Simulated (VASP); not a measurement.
# C (Fd-3m) in VASP: a series of runs

C is run at these levels: PBEsol; tasks: single point, relaxation of the atoms.

Program: VASP 6.6.1. These are calculated values, not measurements. Logs are shortened: lines on timing, memory, paths and dates and some standing lists are left out, and cuts for length are marked.

### 1 The cell of the first run

The structure is cubic, space group Fd-3m (No. 227). The conventional cell has a = 3.567 Å, b = 3.567 Å, c = 3.567 Å, α = 90.00°, β = 90.00°, γ = 90.00°. C (site symmetry -43m) has 4 C at 1.54 Å within 2.1 Å.

### 2 Single point, PBEsol

File INCAR:

```
SYSTEM = C
  PREC = Accurate
  ENCUT = 600
  EDIFF = 1E-6
  ISMEAR = 0
  SIGMA = 0.02
  LREAL = .FALSE.
  LASPH = .TRUE.
  NELM = 120
  ALGO = Normal
  ISIF = 2
  LWAVE = .FALSE.
  LCHARG = .FALSE.
  GGA = PS
  NBANDS = 11
  GGA_COMPAT = .FALSE.
```

File KPOINTS:

```
Automatic mesh
0
G
  12 12 12
  0 0 0
```

File POSCAR:

```
C
1.0
    0.0000000000      1.7835000000      1.7835000000
    1.7835000000      0.0000000000      1.7835000000
    1.7835000000      1.7835000000      0.0000000000
C
2
Direct
    0.0000000000      0.0000000000      0.0000000000
    0.2500000000      0.2500000000      0.2500000000
```

Potentials or basis: VASP PAW PBE potentials, release 64 (C).

Launch:

```
cat potpaw_PBE.64/C/POTCAR > POTCAR
mpirun -np 1 vasp_std > vasp.out
```

OUTCAR:

```text
SYSTEM = C
   PREC = Accurate
   ENCUT = 600
   EDIFF = 1E-6
   ISMEAR = 0
   LREAL = .FALSE.
   LASPH = .TRUE.
   NELM = 120
   ISIF = 2
   GGA = PS

 ion  position               nearest neighbor table
   1  0.000  0.000  0.000-   2 1.54   2 1.54   2 1.54   2 1.54
   2  0.250  0.250  0.250-   1 1.54   1 1.54   1 1.54   1 1.54

  LATTYP: Found a face centered cubic cell.
 ALAT       =     3.5670000000

  Lattice vectors:

 A1 = (   0.0000000000,   1.7835000000,   1.7835000000)
 A2 = (   1.7835000000,   0.0000000000,   1.7835000000)
 A3 = (   1.7835000000,   1.7835000000,   0.0000000000)

Analysis of symmetry for initial positions (statically):
=====================================================================
 Subroutine PRICEL returns:
 Original cell was already a primitive cell.

 Routine SETGRP: Setting up the symmetry group for a
 face centered cubic supercell.

 Subroutine GETGRP returns: Found 48 space group operations
 (whereof 24 operations were pure point group operations)
 out of a pool of 48 trial point group operations.

The static configuration has the point symmetry T_d .
 The point group associated with its full space group is O_h .

Analysis of symmetry for dynamics (positions and initial velocities):
=====================================================================
 Subroutine PRICEL returns:
 Original cell was already a primitive cell.

 Routine SETGRP: Setting up the symmetry group for a
 face centered cubic supercell.

 Subroutine GETGRP returns: Found 48 space group operations
 (whereof 24 operations were pure point group operations)
 out of a pool of 48 trial point group operations.

The dynamic configuration has the point symmetry T_d .
 The point group associated with its full space group is O_h .

 Subroutine INISYM returns: Found 48 space group operations
 (whereof 24 operations are pure point group operations),
 and found     1 'primitive' translations

----------------------------------------------------------------------------------------

                                     Primitive cell

  volume of cell :      11.3462

  direct lattice vectors                    reciprocal lattice vectors
     0.000000000  1.783500000  1.783500000    -0.280347631  0.280347631  0.280347631
     1.783500000  0.000000000  1.783500000     0.280347631 -0.280347631  0.280347631
[... 91 lines left out ...]
   ISIF   =      2    stress and relaxation
   ISYM   =      2    0-nonsym 1-usesym 2-fastsym
   POTIM  = 0.5000    time-step for ionic-motion
   TEBEG  =    0.0;   TEEND  =   0.0 temperature during run
   PSTRESS=    0.0 pullay stress
   NELECT =       8.0000    total number of electrons
   NUPDOWN=      -1.0000    fix difference up-down
   EMIN   =  10.00;   EMAX   =-10.00  energy-range for DOS
   EFERMI =   0.00;   METHOD = LEGACY
   ISMEAR =     0;   SIGMA  =   0.02  broadening in eV -4-tet -1-fermi 0-gaus
   EFERMI_NEDOS =   21; number of points for ismear=-14 and -15
   IALGO  =     38    algorithm
   IMIX   =      4    mixing-type and parameters
     AMIX     =   0.40;   BMIX     =  1.00
     AMIX_MAG =   1.60;   BMIX_MAG =  1.00
  volume/ion in A,a.u.               =       5.67        38.28
  Fermi-wavevector in a.u.,A,eV,Ry     =   1.457097  2.753514 28.886949  2.123131
  Thomas-Fermi vector in A             =   2.573938
   LORBIT       =      0    0 simple, 1 ext, 2 COOP (PROOUT), +10 PAW based schemes
   GGA     = PS    functional components
   LHFCALC =     F    Hartree Fock is set to
   AEXX    =    0.0000 exact exchange contribution
   IVDW    =     0    specifies the selected vdW correction
   LEPSILON=     F    determine dielectric tensor
   LRPA    =     F    only Hartree local field effects (RPA)
 non-spin polarized calculation
 Gauss-broadening in eV      SIGMA  =   0.02
  energy-cutoff  :      600.00
  volume of cell :       11.35
 maximum number of plane-waves:       392
   NGX =  9   NGY =  9   NGZ =  9

 number of electron       7.9999999 magnetization

 Free energy of the ion-electron system (eV)
  ---------------------------------------------------
  ext. energy  EPLUGINS =         0.00000000
  ---------------------------------------------------
  free energy    TOTEN  =       -19.25320297 eV

  energy without entropy =      -19.25320297  energy(sigma->0) =      -19.25320297

 E-fermi :   9.8786     XC(G=0): -13.4317

 val. band max:        9.7049284792   @ k =   0.0000   0.0000   0.0000
 cond. band min:      13.7402009606   @ k =   0.3333   0.3333   0.0000
 fundamental gap:      4.0352724814
 Fermi energy:         9.8786088559

 k-point     1 :       0.0000    0.0000    0.0000
  band No.  band energies     occupation
      1     -11.8134      2.00000
      2       9.7049      2.00000
      3       9.7049      2.00000
      4       9.7049      2.00000
      5      15.2438      0.00000
      6      15.2438      0.00000
      7      15.2438      0.00000
      8      23.0681      0.00000
      9      28.6603      0.00000
     10      36.1711      0.00000
     11      36.1711      0.00000
[... 309 lines left out ...]
 k-point    24 :      -0.4167    0.1667    0.0000
  band No.  band energies     occupation
      1      -5.5844      2.00000
      2      -2.8972      2.00000
      3       4.2052      2.00000
      4       6.0980      2.00000
      5      17.1273      0.00000
      6      19.8757      0.00000
      7      20.8800      0.00000
      8      25.0370      0.00000
      9      28.9246      0.00000
     10      33.7179      0.00000
     11      34.0915      0.00000

 [... further k-points ...]

------------------------ aborting loop because EDIFF is reached ----------------------------------------

  FORCE on cell =-STRESS in cart. coord.  units (eV):
  Direction    XX          YY          ZZ          XY          YZ          ZX
  --------------------------------------------------------------------------------------
  -------------------------------------------------------------------------------------
  Total       -0.3188089     -0.3188089     -0.3188089      0.0000000     -0.0000000      0.0000000
  in kB      -45.0185732    -45.0185732    -45.0185732      0.0000000     -0.0000000      0.0000000
  external PRESSURE =     -45.0185732 kB  Pullay stress =       0.0000000 kB

 VOLUME and BASIS-vectors are now :
 -----------------------------------------------------------------------------
  energy-cutoff  :      600.00
  volume of cell :       11.35
      direct lattice vectors                 reciprocal lattice vectors
     0.000000000  1.783500000  1.783500000    -0.280347631  0.280347631  0.280347631
     1.783500000  0.000000000  1.783500000     0.280347631 -0.280347631  0.280347631
     1.783500000  1.783500000  0.000000000     0.280347631  0.280347631 -0.280347631

 POSITION                                       TOTAL-FORCE (eV/Angst)
 -----------------------------------------------------------------------------------
      0.00000      0.00000      0.00000        -0.000000     -0.000000     -0.000000
      0.89175      0.89175      0.89175         0.000000      0.000000      0.000000
 -----------------------------------------------------------------------------------
    total drift:                                0.000000      0.000000      0.000000

  FREE ENERGIE OF THE ION-ELECTRON SYSTEM (eV)
  ---------------------------------------------------
  free  energy   TOTEN  =       -19.2532029746 eV

  energy  without entropy=      -19.2532029746  energy(sigma->0) =      -19.25320297
```

stdout:

```text
POSCAR found type information on POSCAR C
 POSCAR found :  1 types and       2 ions
 scaLAPACK will be used
 -----------------------------------------------------------------------------
|                                                                             |
|                                                                             |
|     You enforced a specific xc type in the INCAR file but a different       |
|     I HOPE YOU KNOW WHAT YOU ARE DOING!                                     |
|                                                                             |
 -----------------------------------------------------------------------------

 LDA part: xc-table for (Slater+PW92), standard interpolation
 POSCAR, INCAR and KPOINTS ok, starting setup
 FFT: planning ... GRIDC
 FFT: planning ... GRID_SOFT
 FFT: planning ... GRID
 WAVECAR not read
 entering main loop
```

It took 9.6 s on 1 thread of AMD EPYC 7R43 (Zen 3), shared host; peak memory 0.08 GiB.

What came out:

| Item | Value |
| --- | --- |
| Free energy | -19.2532 eV |
| Pressure | -4.5 GPa |
| Band gap on the k mesh | 4.04 eV (least direct gap 5.54 eV) |

Caveat: the cell stands under tension; the PAW data sets were made with another functional, which shifts forces and pressure a little. A k mesh can miss the band edges.

### 3 Relaxation of the atoms, PBEsol

File INCAR:

```
SYSTEM = C
PREC     = Accurate       ! precision mode
ENCUT    = 520            ! plane-wave cutoff, eV
EDIFF    = 1E-7           ! SCF threshold, eV
ISMEAR   = 0              ! smearing method
SIGMA    = 0.02           ! smearing width, eV
LREAL    = .FALSE.        ! projectors in reciprocal space
LASPH    = .TRUE.         ! aspherical terms in the spheres
NELM     = 120            ! most SCF steps
ALGO     = Normal         ! electronic algorithm
ISIF     = 2              ! what is computed and relaxed
LWAVE    = .FALSE.        ! write WAVECAR
LCHARG   = .FALSE.        ! write CHGCAR
GGA      = PS             ! functional
IBRION   = 2              ! ionic algorithm
NSW      = 80             ! ionic steps
EDIFFG   = -0.004         ! ionic threshold
GGA_COMPAT= .FALSE.      
NELMIN   = 4
```

File KPOINTS:

```
regular mesh
0
G
  12 12 12
  0 0 0
```

POSCAR is that of step 2.

Potentials or basis: VASP PAW PBE potentials, release 64 (C).

Launch:

```
cat potpaw_PBE.64/C/POTCAR > POTCAR
mpirun -np 1 vasp_std > vasp.out
```

It took 7.3 s on 1 thread of AMD EPYC 7R43 (Zen 3), shared host; peak memory 0.08 GiB.

Results (log left out):

```
Free energy             : -19.2488 eV
Pressure after relaxing : -3.9 GPa
Band gap on the k mesh  : 4.03 eV (least direct gap 5.54 eV)
```

Final structure:
```cif
data_structure
_symmetry_space_group_name_H-M 'P 1'
_symmetry_Int_Tables_number 1
_cell_length_a 2.5222
_cell_length_b 2.5222
_cell_length_c 2.5222
_cell_angle_alpha 60.000
_cell_angle_beta 60.000
_cell_angle_gamma 60.000
_cell_volume 11.35
loop_
_atom_site_label
_atom_site_type_symbol
_atom_site_fract_x
_atom_site_fract_y
_atom_site_fract_z
_atom_site_occupancy
C1 C 0.00000 0.00000 0.00000 1
C2 C 0.25000 0.25000 0.25000 1
```

Levels at points of the mesh, in eV from the valence-band top:
```
           k point  band 1  band 2  band 3  band 4  band 5  band 6  band 7  band 8
(0.00, 0.00, 0.00)  -21.52    0.00    0.00    0.00    5.54    5.54    5.54   13.36
(0.50, 0.00, 0.00)  -15.69  -13.46   -2.81   -2.81    8.38    8.38    8.84   15.49
(0.50, 0.50, 0.00)  -12.77  -12.77   -6.34   -6.34    4.60    4.60   16.78   16.78
```

Caveat: the relaxation stopped at its first step, so nothing moved; the PAW data sets were made with another functional, which shifts forces and pressure a little. A k mesh can miss the band edges.
